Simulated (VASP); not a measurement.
# Hf (Im-3m) in VASP: further runs

The runs below take Hf through single point, with LDA, PBEsol.

Everything below comes from runs of VASP 6.6.1. Logs are shortened: lines on timing, memory, paths and dates and some standing lists are left out, and cuts for length are marked.

## 1. The cell of the first run

It takes space group Im-3m (No. 229, cubic). The conventional cell has a = 3.658 Å, b = 3.658 Å, c = 3.658 Å, α = 90.00°, β = 90.00°, γ = 90.00°. Within 4.2 Å of Hf (site symmetry m-3m) lie 14 Hf at 3.17 to 3.66 Å.

## 2. Single point, LDA

The input, INCAR:

```
SYSTEM = Hf
  PREC = Accurate
  ENCUT = 520
  EDIFF = 1E-7
  ISMEAR = -1
  SIGMA = 0.05
  LREAL = .False.
  LASPH = .True.
  NELM = 80
  ALGO = Normal
  ISIF = 2
  LWAVE = .False.
  LCHARG = .False.
  GGA = CA
  NBANDS = 11
```

The input, KPOINTS:

```
regular mesh
0
Gamma
  10 10 10
  0 0 0
```

The input, POSCAR:

```
Hf
1.0
   -1.8287527239      1.8287527239      1.8287527239
    1.8287527239     -1.8287527239      1.8287527239
    1.8287527239      1.8287527239     -1.8287527239
Hf
1
Direct
    0.0000000000      0.0000000000      0.0000000000
```

Potentials or basis: VASP PAW LDA potentials, release 64 (Hf_pv).

The run is started by

```bash
cat potpaw_LDA.64/Hf_pv/POTCAR > POTCAR
mpirun -np 1 vasp_std > vasp.out
```

OUTCAR:

```text
SYSTEM = Hf
   PREC = Accurate
   ENCUT = 520
   EDIFF = 1E-7
   ISMEAR = -1
   LREAL = .False.
   LASPH = .True.
   NELM = 80
   ISIF = 2
   GGA = CA

 ion  position               nearest neighbor table
   1  0.000  0.000  0.000-

  LATTYP: Found a body centered cubic cell.
 ALAT       =     3.6575054478

  Lattice vectors:

 A1 = (  -1.8287527239,   1.8287527239,   1.8287527239)
 A2 = (   1.8287527239,  -1.8287527239,   1.8287527239)
 A3 = (   1.8287527239,   1.8287527239,  -1.8287527239)

Analysis of symmetry for initial positions (statically):
=====================================================================
 Subroutine PRICEL returns:
 Original cell was already a primitive cell.

 Routine SETGRP: Setting up the symmetry group for a
 body centered cubic supercell.

 Subroutine GETGRP returns: Found 48 space group operations
[... 9 lines left out ...]

 Routine SETGRP: Setting up the symmetry group for a
 body centered cubic supercell.

 Subroutine GETGRP returns: Found 48 space group operations
[... 11 lines left out ...]
                                     Primitive cell

  volume of cell :      24.4639

  direct lattice vectors                    reciprocal lattice vectors
    -1.828752724  1.828752724  1.828752724     0.000000000  0.273410392  0.273410392
     1.828752724 -1.828752724  1.828752724     0.273410392  0.000000000  0.273410392
     1.828752724  1.828752724 -1.828752724     0.273410392  0.273410392  0.000000000

  length of vectors
     3.167492632  3.167492632  3.167492632     0.386660685  0.386660685  0.386660685

  position of ions in fractional coordinates (direct lattice)
     0.000000000  0.000000000  0.000000000

  ion indices of the primitive-cell ions
   primitive index   ion index
                 1           1

----------------------------------------------------------------------------------------

 KPOINTS: regular mesh

Automatic generation of k-mesh.
 Grid dimensions read from file:
 generate k-points for:   10   10   10

 Generating k-lattice:

  Cartesian coordinates                     Fractional coordinates (reciprocal lattice)
     0.000000000  0.027341039  0.027341039     0.100000000  0.000000000  0.000000000
     0.027341039  0.000000000  0.027341039     0.000000000  0.100000000  0.000000000
     0.027341039  0.027341039  0.000000000     0.000000000  0.000000000  0.100000000

  Length of vectors
     0.038666069  0.038666069  0.038666069

  Shift w.r.t. Gamma in fractional coordinates (k-lattice)
     0.000000000  0.000000000  0.000000000

[... 49 lines left out ...]
   NELM   =     80;   NELMIN=  2; NELMDL= -5     # of ELM steps
   EDIFF  = 0.1E-06   stopping-criterion for ELM
   LREAL  =      F    real-space projection
   EDIFFG = 0.1E-05   stopping-criterion for IOM
   NSW    =      0    number of steps for IOM
   IBRION =     -1    ionic relax: 0-MD 1-quasi-New 2-CG
   NFREE  =      0    steps in history (QN), initial steepest desc. (CG)
   ISIF   =      2    stress and relaxation
   ISYM   =      2    0-nonsym 1-usesym 2-fastsym
   POTIM  = 0.5000    time-step for ionic-motion
   TEBEG  =    0.0;   TEEND  =   0.0 temperature during run
   PSTRESS=    0.0 pullay stress
   NELECT =      10.0000    total number of electrons
   NUPDOWN=      -1.0000    fix difference up-down
   EMIN   =  10.00;   EMAX   =-10.00  energy-range for DOS
   EFERMI =   0.00;   METHOD = LEGACY
   ISMEAR =    -1;   SIGMA  =   0.05  broadening in eV -4-tet -1-fermi 0-gaus
   EFERMI_NEDOS =   21; number of points for ismear=-14 and -15
   IALGO  =     38    algorithm
   IMIX   =      4    mixing-type and parameters
     AMIX     =   0.40;   BMIX     =  1.00
     AMIX_MAG =   1.60;   BMIX_MAG =  1.00
  volume/ion in A,a.u.               =      24.46       165.09
  Fermi-wavevector in a.u.,A,eV,Ry     =   1.214973  2.295965 20.084357  1.476159
  Thomas-Fermi vector in A             =   2.350375
   LORBIT       =      0    0 simple, 1 ext, 2 COOP (PROOUT), +10 PAW based schemes
   GGA     = CA    functional components
   LHFCALC =     F    Hartree Fock is set to
   AEXX    =    0.0000 exact exchange contribution
   IVDW    =     0    specifies the selected vdW correction
   LEPSILON=     F    determine dielectric tensor
   LRPA    =     F    only Hartree local field effects (RPA)
 non-spin polarized calculation
  energy-cutoff  :      520.00
  volume of cell :       24.46
 maximum number of plane-waves:       682
   NGX = 11   NGY = 11   NGZ = 11

 number of electron      10.0000000 magnetization

 number of electron       9.9999997 magnetization

 Free energy of the ion-electron system (eV)
  ---------------------------------------------------
  ext. energy  EPLUGINS =         0.00000000
  ---------------------------------------------------
  free energy    TOTEN  =       -10.34105973 eV

  energy without entropy =      -10.32489172  energy(sigma->0) =      -10.33297573

 E-fermi :   3.8621     XC(G=0): -11.0711

 val. band max:        3.8247623249   @ k =   0.3000   0.1000   0.1000
 cond. band min:       3.8636961362   @ k =   0.3000   0.2000   0.0000
 fundamental gap:      0.0389338113
 Fermi energy:         3.8620777955

 k-point     1 :       0.0000    0.0000    0.0000
  band No.  band energies     occupation
      1     -26.1609      2.00000
      2     -26.1609      2.00000
      3     -26.1609      2.00000
      4      -2.8279      2.00000
      5       5.2166      0.00000
      6       5.2166      0.00000
      7       5.2166      0.00000
      8       7.7539      0.00000
      9       7.7539      0.00000
     10      15.8317      0.00000
     11      16.8097      0.00000
[... 309 lines left out ...]
 k-point    24 :      -0.3000    0.3000    0.1000
  band No.  band energies     occupation
      1     -26.5634      2.00000
      2     -26.3177      2.00000
      3     -26.2086      2.00000
      4      -0.0865      2.00000
      5       4.0927      0.01966
      6       4.2522      0.00082
      7       6.5743      0.00000
      8       7.8400      0.00000
      9       8.4088      0.00000
     10      15.2209      0.00000
     11      15.8457      0.00000

 [... further k-points ...]
[... 5 lines left out ...]
  --------------------------------------------------------------------------------------
  -------------------------------------------------------------------------------------
  Total       -2.3115482     -2.3115482     -2.3115482     -0.0000000     -0.0000000      0.0000000
  in kB     -151.3869988   -151.3869988   -151.3869988     -0.0000000     -0.0000000      0.0000000
  external PRESSURE =    -151.3869988 kB  Pullay stress =       0.0000000 kB

 VOLUME and BASIS-vectors are now :
 -----------------------------------------------------------------------------
  energy-cutoff  :      520.00
  volume of cell :       24.46
      direct lattice vectors                 reciprocal lattice vectors
    -1.828752724  1.828752724  1.828752724     0.000000000  0.273410392  0.273410392
     1.828752724 -1.828752724  1.828752724     0.273410392  0.000000000  0.273410392
     1.828752724  1.828752724 -1.828752724     0.273410392  0.273410392  0.000000000

 POSITION                                       TOTAL-FORCE (eV/Angst)
 -----------------------------------------------------------------------------------
      0.00000      0.00000      0.00000        -0.000000      0.000000      0.000000
 -----------------------------------------------------------------------------------
    total drift:                                0.000000      0.000000      0.000000

  FREE ENERGIE OF THE ION-ELECTRON SYSTEM (eV)
  ---------------------------------------------------
  free  energy   TOTEN  =       -10.3410597327 eV

  energy  without entropy=      -10.3248917223  energy(sigma->0) =      -10.33297573
```

stdout:

```text
POSCAR found type information on POSCAR Hf
 POSCAR found :  1 types and       1 ions
 scaLAPACK will be used
 LDA part: xc-table for (Slater(with rela. corr.)+CA(PZ))
 , standard interpolation
 POSCAR, INCAR and KPOINTS ok, starting setup
 FFT: planning ... GRIDC
 FFT: planning ... GRID_SOFT
 FFT: planning ... GRID
 WAVECAR not read
 entering main loop
```

Run time: 5.2 s. Hardware: 1 thread of Intel Xeon 6975P-C, shared host; peak memory 0.13 GiB.

What came out:

```
Free energy            : -10.3411 eV
Pressure               : -15.1 GPa
Band gap on the k mesh : zero (band 5 reaches 5.22 eV, above the bottom of band 6 at 3.18 eV)
```

Levels at points of the mesh, in eV from the Fermi level:
```tsv
k point	band 3	band 4	band 5	band 6	band 7	band 8
(0.00, 0.00, 0.00)	-30.02	-6.69	1.35	1.35	1.35	3.89
(0.50, 0.00, 0.00)	-30.02	-3.12	-0.42	0.91	3.67	4.57
(0.50, 0.50, 0.50)	-30.46	-2.22	-2.22	6.03	6.03	6.03
```

Caveat: spin-orbit coupling is left out, which moves the levels of the heavy elements.

## 3. Single point, LDA

This run uses another cell than the first one, of 24.93 Å³/atom, 1.019 times its volume.

The input, INCAR:

```
PREC = Accurate ; ENCUT = 520
EDIFF = 1E-6 ; ISMEAR = -1
SIGMA = 0.05 ; LREAL = False
LASPH = True ; NELM = 100
ALGO = Normal ; ISIF = 2
LWAVE = False ; LCHARG = False
GGA = CA ; NBANDS = 11
```

The input, KPOINTS:

```
Automatic mesh
0
Gamma
  10 10 10
```

The input, POSCAR:

```
Hf
1.0
   -1.8404011445      1.8404011445      1.8404011445
    1.8404011445     -1.8404011445      1.8404011445
    1.8404011445      1.8404011445     -1.8404011445
Hf
1
Direct
    0.0000000000      0.0000000000      0.0000000000
```

Potentials or basis: VASP PAW LDA potentials, release 64 (Hf_pv).

The run is started by

```bash
cat potpaw_LDA.64/Hf_pv/POTCAR > POTCAR
mpirun -np 1 vasp_std > vasp.out
```

OUTCAR:

```text
PREC = Accurate
   ENCUT = 520
   EDIFF = 1E-6
   ISMEAR = -1
   LREAL = False
   LASPH = True
   NELM = 100
   ISIF = 2
   GGA = CA

 ion  position               nearest neighbor table
   1  0.000  0.000  0.000-

  LATTYP: Found a body centered cubic cell.
 ALAT       =     3.6808022890

  Lattice vectors:

 A1 = (  -1.8404011445,   1.8404011445,   1.8404011445)
 A2 = (   1.8404011445,  -1.8404011445,   1.8404011445)
 A3 = (   1.8404011445,   1.8404011445,  -1.8404011445)

Analysis of symmetry for initial positions (statically):
=====================================================================
 Subroutine PRICEL returns:
 Original cell was already a primitive cell.

 Routine SETGRP: Setting up the symmetry group for a
 body centered cubic supercell.

 Subroutine GETGRP returns: Found 48 space group operations
[... 9 lines left out ...]

 Routine SETGRP: Setting up the symmetry group for a
 body centered cubic supercell.

[... 147 lines left out ...]
  free energy    TOTEN  =       -10.29506710 eV

  energy without entropy =      -10.27811396  energy(sigma->0) =      -10.28659053

 E-fermi :   3.7421     XC(G=0): -10.9878

 val. band max:        3.7385016017   @ k =   0.3000   0.2000   0.0000
 cond. band min:       3.7823190387   @ k =  -0.4000   0.4000   0.1000
 fundamental gap:      0.0438174371
 Fermi energy:         3.7421201213

 k-point     1 :       0.0000    0.0000    0.0000
  band No.  band energies     occupation
      1     -26.3542      2.00000
      2     -26.3542      2.00000
      3     -26.3542      2.00000
      4      -2.8863      2.00000
      5       5.0773      0.00000
      6       5.0773      0.00000
      7       5.0773      0.00000
      8       7.5619      0.00000
      9       7.5619      0.00000
     10      15.6382      0.00000
     11      16.6012      0.00000
[... 309 lines left out ...]
 k-point    24 :      -0.3000    0.3000    0.1000
  band No.  band energies     occupation
      1     -26.7304      2.00000
      2     -26.5013      2.00000
      3     -26.3986      2.00000
      4      -0.1859      2.00000
      5       3.9767      0.01817
      6       4.1370      0.00074
      7       6.4095      0.00000
      8       7.6377      0.00000
      9       8.1905      0.00000
     10      14.9204      0.00000
     11      15.6501      0.00000

 [... further k-points ...]
[... 5 lines left out ...]
  --------------------------------------------------------------------------------------
  -------------------------------------------------------------------------------------
  Total       -2.5225767     -2.5225767     -2.5225767      0.0000000      0.0000000      0.0000000
  in kB     -162.0904689   -162.0904689   -162.0904689      0.0000000      0.0000000      0.0000000
  external PRESSURE =    -162.0904689 kB  Pullay stress =       0.0000000 kB

 VOLUME and BASIS-vectors are now :
 -----------------------------------------------------------------------------
  energy-cutoff  :      520.00
  volume of cell :       24.93
      direct lattice vectors                 reciprocal lattice vectors
    -1.840401144  1.840401144  1.840401144     0.000000000  0.271679901  0.271679901
     1.840401144 -1.840401144  1.840401144     0.271679901  0.000000000  0.271679901
     1.840401144  1.840401144 -1.840401144     0.271679901  0.271679901  0.000000000

 POSITION                                       TOTAL-FORCE (eV/Angst)
 -----------------------------------------------------------------------------------
      0.00000      0.00000      0.00000         0.000000     -0.000000      0.000000
 -----------------------------------------------------------------------------------
    total drift:                                0.000000      0.000000      0.000000

  FREE ENERGIE OF THE ION-ELECTRON SYSTEM (eV)
  ---------------------------------------------------
  free  energy   TOTEN  =       -10.2950670965 eV

  energy  without entropy=      -10.2781139573  energy(sigma->0) =      -10.28659053
```

stdout:

```text
POSCAR found type information on POSCAR Hf
 POSCAR found :  1 types and       1 ions
 scaLAPACK will be used
 LDA part: xc-table for (Slater(with rela. corr.)+CA(PZ))
 , standard interpolation
 POSCAR, INCAR and KPOINTS ok, starting setup
 FFT: planning ... GRIDC
 FFT: planning ... GRID_SOFT
 FFT: planning ... GRID
 WAVECAR not read
 entering main loop
```

Wall time 5 s (1 thread of Intel Xeon 6975P-C, shared host); peak memory 0.13 GiB.

What came out:

```yaml
Free_energy: -10.2951 eV
Pressure: -16.2 GPa
Band_gap_on_the_k_mesh: zero (band 5 reaches 5.08 eV, above the bottom of band 6 at 3.08 eV)
```

Levels at points of the mesh, in eV from the Fermi level:
```csv
k point,band 2,band 3,band 4,band 5,band 6,band 7,band 8,band 9
"(0.00, 0.00, 0.00)",-30.10,-30.10,-6.63,1.34,1.34,1.34,3.82,3.82
"(0.50, 0.00, 0.00)",-30.29,-30.10,-3.07,-0.40,0.85,3.59,4.47,6.59
"(0.50, 0.50, 0.50)",-30.51,-30.51,-2.15,-2.15,5.89,5.89,5.89,6.50
```

Caveat: spin-orbit coupling is left out, which moves the levels of the heavy elements.

## 4. Single point, PBEsol

The input, INCAR:

```
  ALGO = Normal
  EDIFF = 1E-6
  ENCUT = 520
  GGA = PS
  ISIF = 2
  ISMEAR = -1
  LASPH = T
  LCHARG = F
  LREAL = F
  LWAVE = F
  NBANDS = 11
  NELM = 100
  PREC = Accurate
  SIGMA = 0.05
```

The input, KPOINTS:

```
k-points
0
Gamma
  10 10 10
```

The input, POSCAR:

```
Hf
1.0
   -1.8287527239      1.8287527239      1.8287527239
    1.8287527239     -1.8287527239      1.8287527239
    1.8287527239      1.8287527239     -1.8287527239
Hf
1
Direct
    0.0000000000      0.0000000000      0.0000000000
```

Potentials or basis: VASP PAW PBE potentials, release 64 (Hf_pv).

The run is started by

```bash
cat potpaw_PBE.64/Hf_pv/POTCAR > POTCAR
mpirun -np 1 vasp_std > vasp.out
```

Run time: 5.8 s. Hardware: 1 thread of Intel Xeon 6975P-C, shared host; peak memory 0.14 GiB.

Results (log left out):

```yaml
Free_energy: -10.2092 eV
Pressure: -12.1 GPa
Band_gap_on_the_k_mesh: zero (band 5 reaches 5.27 eV, above the bottom of band 6 at 3.17 eV)
```

Levels at points of the mesh, in eV from the Fermi level:
| k point | band 3 | band 4 | band 5 | band 6 | band 7 | band 8 |
| --- | --- | --- | --- | --- | --- | --- |
| (0.00, 0.00, 0.00) | -30.14 | -6.75 | 1.43 | 1.43 | 1.43 | 3.97 |
| (0.50, 0.00, 0.00) | -30.14 | -3.13 | -0.38 | 0.79 | 3.74 | 4.66 |
| (0.50, 0.50, 0.50) | -30.57 | -2.21 | -2.21 | 6.11 | 6.11 | 6.11 |

Caveat: the PAW data sets were made with another functional, which shifts forces and pressure a little; spin-orbit coupling is left out, which moves the levels of the heavy elements.

## 5. The runs side by side

| level | potentials or basis | cell | gap on the mesh (eV) | pressure (GPa) |
| --- | --- | --- | --- | --- |
| LDA | VASP PAW LDA potentials, release 64 (Hf_pv) | a = 3.167 Å, angles 109.5°, 1 atom | none | -15.1 |
| LDA | VASP PAW LDA potentials, release 64 (Hf_pv) | a = 3.188 Å, angles 109.5°, 1 atom | none | -16.2 |
| PBEsol | VASP PAW PBE potentials, release 64 (Hf_pv) | a = 3.167 Å, angles 109.5°, 1 atom | none | -12.1 |

Alike in all rows: task single point; no spin polarisation; k mesh 10 × 10 × 10; cutoff (eV) 520; smearing fermi-dirac 0.05 eV.

Caveats: spin-orbit coupling is left out, which moves the levels of the heavy elements; the PAW data sets were made with another functional, which shifts forces and pressure a little (some runs).

Absolute energies hang on the potentials; compare differences alone.
